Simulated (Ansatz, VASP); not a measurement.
Given: the input of a run of Ansatz 0.2.0 on K2CuBr2F2.

input.yaml

```yaml
crystal:
  lattice:
    - [5.029307, 0.0, 0.0]
    - [0.0, 5.029307, 0.0]
    - [0.0, 0.0, 6.634863]
  atoms:
    - { symbol: Br, position: [0.5, 0.0, 0.0] }
    - { symbol: Br, position: [0.0, 0.5, 0.0] }
    - { symbol: Cu, position: [0.0, 0.0, 0.0] }
    - { symbol: K, position: [0.5, 0.0, 0.5] }
    - { symbol: K, position: [0.0, 0.5, 0.5] }
    - { symbol: F, position: [0.5, 0.5, 0.5] }
    - { symbol: F, position: [0.0, 0.0, 0.5] }
hamiltonian:
  xc: pbesol
  pseudopotentials: { kind: paw }
kpoints:
  mp_grid: { grid: [5, 5, 4] }
scf:
  occupations: { method: gaussian, width: 0.02 }
output:
  forces: true
  stress: true
  eigenvalues: true
```

Potentials or basis: Ansatz PAW.

Launch:

```bash
$ ansatz run input.yaml --threads 4 --pin off --max-ram 11264MiB --backend cpu --events-out ev --progress --plain --runs-dir out
```

Set up the same calculation for VASP 6.6.1. Potentials there: VASP PAW PBE potentials, release 64 (Br, Cu, K_sv, F).

As run (the cutoff follows the program's own potentials):

Contents of INCAR:

```
PREC = Accurate
ENCUT = 520
EDIFF = 1E-6
ISMEAR = 0
SIGMA = 0.02
LREAL = False
LASPH = True
NELM = 100
ALGO = Normal
ISIF = 2
LWAVE = False
LCHARG = False
GGA = PS
```

KPOINTS

```
regular mesh
0
Gamma
  5 5 4
```

POSCAR

```
K2CuBr2F2
1.0
    5.0293070000      0.0000000000      0.0000000000
    0.0000000000      5.0293070000      0.0000000000
    0.0000000000      0.0000000000      6.6348630000
Br Cu K F
2 1 2 2
Cartesian
    2.5146535000      0.0000000000      0.0000000000
    0.0000000000      2.5146535000      0.0000000000
    0.0000000000      0.0000000000      0.0000000000
    2.5146535000      0.0000000000      3.3174315000
    0.0000000000      2.5146535000      3.3174315000
    2.5146535000      2.5146535000      3.3174315000
    0.0000000000      0.0000000000      3.3174315000
```

Potentials or basis: VASP PAW PBE potentials, release 64 (Br, Cu, K_sv, F).

The run is started by

```sh
$ cat potpaw_PBE.64/Br/POTCAR potpaw_PBE.64/Cu/POTCAR potpaw_PBE.64/K_sv/POTCAR potpaw_PBE.64/F/POTCAR > POTCAR
$ mpirun -np 1 vasp_std > vasp.out
```

Both were run:

|  | VASP | Ansatz | Ansatz less VASP |
| --- | --- | --- | --- |
| gap on the k mesh at the Fermi level (eV) | none | none | - |
| pressure (GPa) | -1.1 | -1.2 | -0.10 |
| traceless stress, the component that is largest in VASP (GPa) | 1.45 | 1.60 | +0.150 |

VASP's potentials were made for PBE, not for PBEsol. A gap of «none» marks a metal or a gap that the smearing closes. The functional is the same, so the differences come from potentials, cutoffs and numerics. VASP's potentials hold 57 valence electrons a cell and Ansatz's 65, so a difference there can come from the potentials and not from the codes.
